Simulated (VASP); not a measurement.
# BaTiO3 (Pm-3m) in VASP: a series of runs

The runs below take BaTiO3 through single point, with r2SCAN+U, r2SCAN+D3(BJ)+U.

All numbers are computed with VASP 6.6.1; they aren't measurements. Logs are shortened: lines on timing, memory, paths and dates and some standing lists are left out, and cuts for length are marked.

## Step 1: The cell of the first run

It takes space group Pm-3m (No. 221, cubic). The conventional cell has a = 4.021 Å, b = 4.021 Å, c = 4.021 Å, α = 90.00°, β = 90.00°, γ = 90.00°. Ba (site symmetry m-3m) has 12 O at 2.84 Å and 8 Ti at 3.48 Å within 3.7 Å. Within 2.7 Å of Ti (site symmetry m-3m) lie 6 O at 2.01 Å. Within 2.7 Å of O (site symmetry 4/mmm) lie 2 Ti at 2.01 Å.

## Step 2: Single point, r2SCAN+U

Contents of POSCAR:

```
BaTiO3
1.0
    4.0211958900      4.0211958900      0.0000000000
    0.0000000000      4.0211958900      4.0211958900
    4.0211958900      0.0000000000      4.0211958900
Ba Ti O
2 2 6
Direct
    0.0000000000      0.0000000000      0.0000000000
    0.5000000000      0.5000000000      0.5000000000
    0.2500000000      0.2500000000      0.2500000000
    0.7500000000      0.7500000000      0.7500000000
    0.0000000000      0.5000000000      0.0000000000
    0.5000000000      0.0000000000      0.5000000000
    0.0000000000      0.0000000000      0.5000000000
    0.5000000000      0.5000000000      0.0000000000
    0.0000000000      0.5000000000      0.5000000000
    0.5000000000      0.0000000000      0.0000000000
```

Contents of INCAR.step1:

```
PREC = Accurate ; ENCUT = 520
ISMEAR = -1 ; SIGMA = 0.0332
LREAL = F ; LASPH = T
NELM = 150 ; LMAXMIX = 4
LDAU = T ; LDAUTYPE = 2
LDAUL = -1 2 -1 ; LDAUU = 0 2.45 0
LDAUJ = 0 0 0 ; NBANDS = 51
GGA = PE ; ALGO = Normal
EDIFF = 1E-4 ; LWAVE = T
LCHARG = F
```

Contents of INCAR.step2:

```
PREC = Accurate ; ENCUT = 520
EDIFF = 1E-6 ; ISMEAR = -1
SIGMA = 0.0332 ; LREAL = F
LASPH = T ; NELM = 150
ALGO = Normal ; ISIF = 2
LWAVE = F ; LCHARG = T
LMAXMIX = 4 ; LDAU = T
LDAUTYPE = 2 ; LDAUL = -1 2 -1
LDAUU = 0 2.45 0 ; LDAUJ = 0 0 0
LDAUPRINT = 1 ; METAGGA = R2SCAN
LMIXTAU = T ; LELF = T
LVHAR = T ; NBANDS = 51
ISTART = 1
```

Contents of KPOINTS:

```
regular mesh
0
Gamma
  4 4 4
```

Potentials or basis: VASP PAW PBE potentials, release 64 (Ba_sv, Ti_sv, O).

On the command line:

```console
$ cat potpaw_PBE.64/Ba_sv/POTCAR potpaw_PBE.64/Ti_sv/POTCAR potpaw_PBE.64/O/POTCAR > POTCAR
$ cp INCAR.step1 INCAR
$ mpirun -np 1 vasp_std > vasp.out
$ cp INCAR.step2 INCAR
$ mpirun -np 1 vasp_std > vasp.out
```

OUTCAR:

```text
PREC = Accurate
   ENCUT = 520
   EDIFF = 1E-6
   ISMEAR = -1
   LREAL = F
   LASPH = T
   NELM = 150
   ISIF = 2
   METAGGA = R2SCAN
   ISTART = 1

 ion  position               nearest neighbor table
   1  0.000  0.000  0.000-   5 2.84   7 2.84  10 2.84   6 2.84   7 2.84   9 2.84   5 2.84   8 2.84
                             9 2.84   6 2.84   8 2.84  10 2.84   4 3.48   4 3.48   3 3.48   4 3.48
   2  0.500  0.500  0.500-   6 2.84   8 2.84   9 2.84   5 2.84   8 2.84  10 2.84   6 2.84   7 2.84
                            10 2.84   5 2.84   7 2.84   9 2.84   3 3.48   3 3.48   4 3.48   3 3.48
   3  0.250  0.250  0.250-   5 2.01   6 2.01   7 2.01   8 2.01   9 2.01  10 2.01   1 3.48   1 3.48
                             1 3.48   2 3.48   2 3.48   2 3.48   2 3.48   1 3.48
   4  0.750  0.750  0.750-   5 2.01   6 2.01   7 2.01   8 2.01   9 2.01  10 2.01   2 3.48   2 3.48
                             2 3.48   1 3.48   1 3.48   1 3.48   2 3.48   1 3.48
   5  0.000  0.500  0.000-   3 2.01   4 2.01   1 2.84   2 2.84   1 2.84   2 2.84
   6  0.500  0.000  0.500-   3 2.01   4 2.01   2 2.84   1 2.84   2 2.84   1 2.84
   7  0.000  0.000  0.500-   3 2.01   4 2.01   1 2.84   1 2.84   2 2.84   2 2.84
   8  0.500  0.500  0.000-   3 2.01   4 2.01   2 2.84   2 2.84   1 2.84   1 2.84
   9  0.000  0.500  0.500-   3 2.01   4 2.01   2 2.84   1 2.84   1 2.84   2 2.84
  10  0.500  0.000  0.000-   3 2.01   4 2.01   1 2.84   2 2.84   2 2.84   1 2.84

  LATTYP: Found a face centered cubic cell.
 ALAT       =     8.0423917800

  Lattice vectors:

 A1 = (   4.0211958900,   4.0211958900,   0.0000000000)
 A2 = (   0.0000000000,   4.0211958900,   4.0211958900)
 A3 = (   4.0211958900,   0.0000000000,   4.0211958900)

Analysis of symmetry for initial positions (statically):
=====================================================================
 Subroutine PRICEL returns following result:

  LATTYP: Found a simple cubic cell.
 ALAT       =     4.0211958900

  Lattice vectors:

 A1 = (   0.0000000000,   0.0000000000,  -4.0211958900)
 A2 = (   0.0000000000,   4.0211958900,   0.0000000000)
[... 221 lines left out ...]
  o =  0.1015  v =  0.0000  0.0000  0.0000  0.0000  0.0000  0.0000 -0.0523  0.0000  0.9986 -0.0000      0.0000  0.0000  0.0000  0.0000  0.0000  0.0000  0.0000  0.0000  0.0000  0.0000
  o =  0.1015  v =  0.0000 -0.9986  0.0000 -0.0523 -0.0000  0.0000  0.0000  0.0000  0.0000  0.0000      0.0000  0.0000  0.0000  0.0000  0.0000  0.0000  0.0000  0.0000  0.0000  0.0000
  o =  0.1015  v =  0.0000  0.0000  0.0000  0.0000  0.0000  0.0000 -0.9986  0.0000 -0.0523 -0.0000      0.0000  0.0000  0.0000  0.0000  0.0000  0.0000  0.0000  0.0000  0.0000  0.0000
  o =  0.1015  v =  0.0000  0.0000  0.0000  0.0000  0.0000  1.0000  0.0000  0.0000  0.0000  0.0000      0.0000  0.0000  0.0000  0.0000  0.0000  0.0000  0.0000  0.0000  0.0000  0.0000
  o =  0.1015  v =  1.0000  0.0000  0.0000  0.0000  0.0000  0.0000  0.0000  0.0000  0.0000  0.0000      0.0000  0.0000  0.0000  0.0000  0.0000  0.0000  0.0000  0.0000  0.0000  0.0000
  o =  0.2351  v =  0.0000  0.0000  0.0000  0.0000  0.0000  0.0000 -0.0000 -0.0019  0.0000 -1.0000      0.0000  0.0000  0.0000  0.0000  0.0000  0.0000  0.0000  0.0000  0.0000  0.0000
  o =  0.2351  v =  0.0000 -0.0000 -0.0019  0.0000 -1.0000  0.0000  0.0000  0.0000  0.0000  0.0000      0.0000  0.0000  0.0000  0.0000  0.0000  0.0000  0.0000  0.0000  0.0000  0.0000
  o =  0.2351  v =  0.0000 -0.0000 -1.0000  0.0000  0.0019  0.0000  0.0000  0.0000  0.0000  0.0000      0.0000  0.0000  0.0000  0.0000  0.0000  0.0000  0.0000  0.0000  0.0000  0.0000
  o =  0.2351  v =  0.0000  0.0000  0.0000  0.0000  0.0000  0.0000 -0.0000 -1.0000  0.0000  0.0019      0.0000  0.0000  0.0000  0.0000  0.0000  0.0000  0.0000  0.0000  0.0000  0.0000

 number of electron      80.0000005 magnetization

 Free energy of the ion-electron system (eV)
  ---------------------------------------------------
  ext. energy  EPLUGINS =         0.00000000
  ---------------------------------------------------
  free energy    TOTEN  =      -145.28204609 eV

  energy without entropy =     -145.28204609  energy(sigma->0) =     -145.28204609

 E-fermi :   4.3735     XC(G=0): -11.8441

 val. band max:        3.5084890663   @ k =   0.0000   0.0000   0.0000
 cond. band min:       5.9195470212   @ k =   0.0000   0.0000   0.0000
 fundamental gap:      2.4110579548
 Fermi energy:         4.3735000481

 k-point     1 :       0.0000    0.0000    0.0000
  band No.  band energies     occupation
      1     -56.1003      2.00000
      2     -56.0974      2.00000
      3     -31.2619      2.00000
      4     -31.2618      2.00000
      5     -31.2618      2.00000
      6     -31.2175      2.00000
[... 421 lines left out ...]
     50      10.4740      0.00000
     51      11.6614      0.00000

------------------------ aborting loop because EDIFF is reached ----------------------------------------

  FORCE on cell =-STRESS in cart. coord.  units (eV):
  Direction    XX          YY          ZZ          XY          YZ          ZX
  --------------------------------------------------------------------------------------
  -------------------------------------------------------------------------------------
  Total        0.1381397      0.1381397      0.1381397     -0.0000000      0.0000000     -0.0000000
  in kB        1.7018980      1.7018980      1.7018980     -0.0000000      0.0000000     -0.0000000
  external PRESSURE =       1.7018980 kB  Pullay stress =       0.0000000 kB

 VOLUME and BASIS-vectors are now :
 -----------------------------------------------------------------------------
  energy-cutoff  :      520.00
  volume of cell :      130.05
      direct lattice vectors                 reciprocal lattice vectors
     4.021195890  4.021195890  0.000000000     0.124341120  0.124341120 -0.124341120
     0.000000000  4.021195890  4.021195890    -0.124341120  0.124341120  0.124341120
     4.021195890  0.000000000  4.021195890     0.124341120 -0.124341120  0.124341120

 POSITION                                       TOTAL-FORCE (eV/Angst)
 -----------------------------------------------------------------------------------
      0.00000      0.00000      0.00000         0.000000     -0.000000     -0.000000
      4.02120      4.02120      4.02120        -0.000000     -0.000000      0.000000
      2.01060      2.01060      2.01060         0.000000      0.000000      0.000000
      6.03179      6.03179      6.03179        -0.000000     -0.000000     -0.000000
      0.00000      2.01060      2.01060        -0.000000      0.000000     -0.000000
      4.02120      2.01060      2.01060        -0.000000      0.000000     -0.000000
      2.01060      0.00000      2.01060        -0.000000     -0.000000      0.000000
      2.01060      4.02120      2.01060        -0.000000     -0.000000     -0.000000
      2.01060      2.01060      4.02120        -0.000000     -0.000000      0.000000
      2.01060      2.01060      0.00000         0.000000     -0.000000      0.000000
 -----------------------------------------------------------------------------------
    total drift:                               -0.000000      0.000000     -0.000000

  FREE ENERGIE OF THE ION-ELECTRON SYSTEM (eV)
  ---------------------------------------------------
  free  energy   TOTEN  =      -145.2820460949 eV

  energy  without entropy=     -145.2820460949  energy(sigma->0) =     -145.28204609
```

OUTCAR.step1:

```text
PREC = Accurate
   ENCUT = 520
   ISMEAR = -1
   LREAL = F
   LASPH = T
[... 681 lines left out ...]
      2.01060      0.00000      2.01060         0.000000      0.000000     -0.000000
      2.01060      4.02120      2.01060        -0.000000      0.000000     -0.000000
      2.01060      2.01060      4.02120         0.000000     -0.000000     -0.000000
      2.01060      2.01060      0.00000         0.000000      0.000000      0.000000
 -----------------------------------------------------------------------------------
    total drift:                               -0.000000      0.000000     -0.000000

  FREE ENERGIE OF THE ION-ELECTRON SYSTEM (eV)
  ---------------------------------------------------
  free  energy   TOTEN  =       -76.6559137943 eV

  energy  without entropy=      -76.6559137943  energy(sigma->0) =      -76.65591379
```

OSZICAR.step1:

```text
N       E                     dE             d eps       ncg     rms          rms(c)
DAV:   1     0.100382405290E+04    0.10038E+04   -0.39625E+04   816   0.169E+03
DAV:   2     0.447293219574E+02   -0.95909E+03   -0.90390E+03   937   0.487E+02
DAV:   3    -0.903007644568E+02   -0.13503E+03   -0.13289E+03  1077   0.183E+02
DAV:   4    -0.995972380340E+02   -0.92965E+01   -0.92743E+01  1208   0.444E+01
DAV:   5    -0.100066373069E+03   -0.46914E+00   -0.46891E+00  1152   0.786E+00    0.325E+01
DAV:   6    -0.760083490949E+02    0.24058E+02   -0.11877E+02  1159   0.726E+01    0.128E+01
DAV:   7    -0.768133210792E+02   -0.80497E+00   -0.19050E+01  1036   0.203E+01    0.796E+00
DAV:   8    -0.766252306731E+02    0.18809E+00   -0.19711E+00  1176   0.921E+00    0.347E+00
DAV:   9    -0.766513868984E+02   -0.26156E-01   -0.41272E-01  1071   0.348E+00    0.136E+00
DAV:  10    -0.766858471004E+02   -0.34460E-01   -0.20494E-01  1061   0.227E+00    0.150E+00
DAV:  11    -0.766590854407E+02    0.26762E-01   -0.10256E-01  1103   0.296E+00    0.473E-01
DAV:  12    -0.766571302586E+02    0.19552E-02   -0.67401E-03  1018   0.559E-01    0.278E-01
DAV:  13    -0.766563100515E+02    0.82021E-03   -0.65603E-03  1188   0.685E-01    0.182E-01
DAV:  14    -0.766559245236E+02    0.38553E-03   -0.11001E-03  1029   0.273E-01    0.515E-02
DAV:  15    -0.766559137943E+02    0.10729E-04   -0.13852E-04   572   0.609E-02
   1 F= -.76655914E+02 E0= -.76655914E+02  d E =-.240796E-11
```

It took 4.1 min on 1 thread of AMD EPYC 7R13 (Zen 3), shared host; peak memory 0.27 GiB.

Results:

```yaml
Free_energy: -145.2820 eV
Pressure: 0.2 GPa
Band_gap_on_the_k_mesh: 2.41 eV
```

Eigenvalues of the final occupation matrices:
```
    site  spin  trace               eigenvalues
site 3 d     1   0.77  0.10 0.10 0.10 0.24 0.24
site 3 d     2   0.77  0.10 0.10 0.10 0.24 0.24
site 4 d     1   0.77  0.10 0.10 0.10 0.24 0.24
site 4 d     2   0.77  0.10 0.10 0.10 0.24 0.24
```

Caveat: the PAW data sets were made with another functional, which shifts forces and pressure a little; spin-orbit coupling is left out, which moves the levels of the heavy elements. A k mesh can miss the band edges.

## Step 3: Single point, r2SCAN+D3(BJ)+U

POSCAR is that of step 2.

Contents of INCAR.step1:

```
PREC     = Accurate       # precision mode
ENCUT    = 520            # plane-wave cutoff, eV
ISMEAR   = -1             # smearing method
SIGMA    = 0.0332         # smearing width, eV
LREAL    = False          # projectors in reciprocal space
LASPH    = True           # aspherical terms in the spheres
NELM     = 150            # most SCF steps
LMAXMIX  = 4              # l up to which the mixer works
LDAU     = True           # DFT+U
LDAUTYPE = 2            
LDAUL    = -1 2 -1        # shell
LDAUU    = 0 2.45 0       # U, eV
LDAUJ    = 0 0 0        
NBANDS   = 51             # bands
GGA      = PE             # functional
ALGO     = Normal         # electronic algorithm
EDIFF    = 1E-4           # SCF threshold, eV
LWAVE    = True           # write WAVECAR
LCHARG   = False          # write CHGCAR
```

Contents of INCAR.step2:

```
PREC     = Accurate       # precision mode
ENCUT    = 520            # plane-wave cutoff, eV
EDIFF    = 1E-6           # SCF threshold, eV
ISMEAR   = -1             # smearing method
SIGMA    = 0.0332         # smearing width, eV
LREAL    = False          # projectors in reciprocal space
LASPH    = True           # aspherical terms in the spheres
NELM     = 150            # most SCF steps
ALGO     = Normal         # electronic algorithm
ISIF     = 2              # what is computed and relaxed
LWAVE    = False          # write WAVECAR
LCHARG   = True           # write CHGCAR
LMAXMIX  = 4              # l up to which the mixer works
LDAU     = True           # DFT+U
LDAUTYPE = 2            
LDAUL    = -1 2 -1        # shell
LDAUU    = 0 2.45 0       # U, eV
LDAUJ    = 0 0 0        
LDAUPRINT= 1            
METAGGA  = R2SCAN         # meta-GGA
LMIXTAU  = True         
IVDW     = 12             # dispersion correction
VDW_S6   = 1.0          
VDW_S8   = 0.78981345   
VDW_A1   = 0.49484001   
VDW_A2   = 5.73083694   
LELF     = True           # ELF
LVHAR    = True         
NBANDS   = 51             # bands
ISTART   = 1
```

Contents of KPOINTS:

```
Automatic mesh
0
Gamma
  4 4 4
```

Potentials or basis: VASP PAW PBE potentials, release 64 (Ba_sv, Ti_sv, O).

On the command line:

```console
$ cat potpaw_PBE.64/Ba_sv/POTCAR potpaw_PBE.64/Ti_sv/POTCAR potpaw_PBE.64/O/POTCAR > POTCAR
$ cp INCAR.step1 INCAR
$ mpirun -np 1 vasp_std > vasp.out
$ cp INCAR.step2 INCAR
$ mpirun -np 1 vasp_std > vasp.out
```

It took 3.7 min on 1 thread of AMD EPYC 7R13 (Zen 3), shared host; peak memory 0.28 GiB.

It converged, with:

| Item | Value |
| --- | --- |
| Free energy | -146.5332 eV |
| Pressure | -1.4 GPa |
| Band gap on the k mesh | 2.41 eV |
| Dispersion energy per atom | -0.125 eV |

Levels at points of the mesh, in eV from the valence-band top:
```csv
k point,band 36,band 37,band 38,band 39,band 40,band 41,band 42,band 43,band 44,band 45
"(0.00, 0.00, 0.00)",-0.19,-0.19,0.00,0.00,0.00,2.41,2.41,2.41,4.10,4.10
"(0.50, 0.00, 0.00)",-0.73,-0.73,-0.73,-0.59,-0.59,3.76,3.76,3.76,3.76,3.76
"(0.50, 0.50, 0.00)",-0.91,-0.91,-0.79,-0.79,-0.09,2.57,4.06,4.06,4.07,4.07
```

Eigenvalues of the final occupation matrices:
| site | spin | trace | eigenvalues |
| --- | --- | --- | --- |
| site 3 d | 1 | 0.77 | 0.10 0.10 0.10 0.24 0.24 |
| site 3 d | 2 | 0.77 | 0.10 0.10 0.10 0.24 0.24 |
| site 4 d | 1 | 0.77 | 0.10 0.10 0.10 0.24 0.24 |
| site 4 d | 2 | 0.77 | 0.10 0.10 0.10 0.24 0.24 |

Caveat: three body term missing; the PAW data sets were made with another functional, which shifts forces and pressure a little; spin-orbit coupling is left out, which moves the levels of the heavy elements.
